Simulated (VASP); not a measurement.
AlGa3Sb4: single point with PBE

Crystal: AlGa3Sb4.

```
Al Ga Sb
1.0
     4.39828    0.00000    0.00000
     0.00000    4.39828    0.00000
     0.00000    0.00000   12.42136
Al Ga Sb
1 3 4
Cartesian
  0.0000 0.0000 6.2107
  0.0000 0.0000 0.0000
  2.1991 2.1991 3.0999
  2.1991 2.1991 9.3214
  2.1991 0.0000 1.5503
  0.0000 2.1991 4.6555
  2.1991 0.0000 7.7659
  0.0000 2.1991 10.8711
```

| Quantity | Value |
| --- | --- |
| Program | VASP 6.6.1 |
| Task | single point |
| Functional | PBE |
| Potentials or basis | VASP PAW PBE potentials, release 64 (Al, Ga_d, Sb) |
| Cutoff | 520 eV |
| k mesh | 8 × 8 × 4 |
| Occupations | gaussian, width 0.1 eV |
| Spin | no spin polarisation |

- Pressure: 0.1 GPa
- Largest force: 0.010 eV/Å

Forces in eV/Å, atoms in the order of the input:
```
Al   0.000  0.000  0.000
Ga   0.000  0.000  0.000
Ga   0.000  0.000 -0.002
Ga   0.000  0.000  0.002
Sb   0.000  0.000  0.000
Sb   0.000  0.000 -0.010
Sb   0.000  0.000  0.010
Sb   0.000  0.000  0.000
```

Levels at points of the mesh, in eV from the Fermi level:
```
           k point  band 29  band 30  band 31  band 32  band 33  band 34
(0.00, 0.00, 0.00)    -0.08    -0.07    -0.07    -0.01     0.99     1.15
(0.50, 0.00, 0.00)    -1.10    -1.08    -1.08     0.27     0.63     1.92
(0.50, 0.50, 0.00)    -2.40    -2.40    -2.39     0.83     1.17     1.25
(0.00, 0.00, 0.50)    -0.73    -0.62    -0.62     0.86     1.01     1.43
(0.50, 0.00, 0.50)    -1.13    -1.11    -1.11     1.29     1.34     1.36
(0.50, 0.50, 0.50)    -2.69    -2.68    -2.68     1.73     1.93     1.94
```

Run time: 6 min on 1 thread of Intel(R) Xeon(R) Platinum 8375C CPU @ 2.90GHz (Ice Lake) (shared host), peak memory 0.58 GiB.

Caveat: spin-orbit coupling is left out, which moves the levels of the heavy elements.
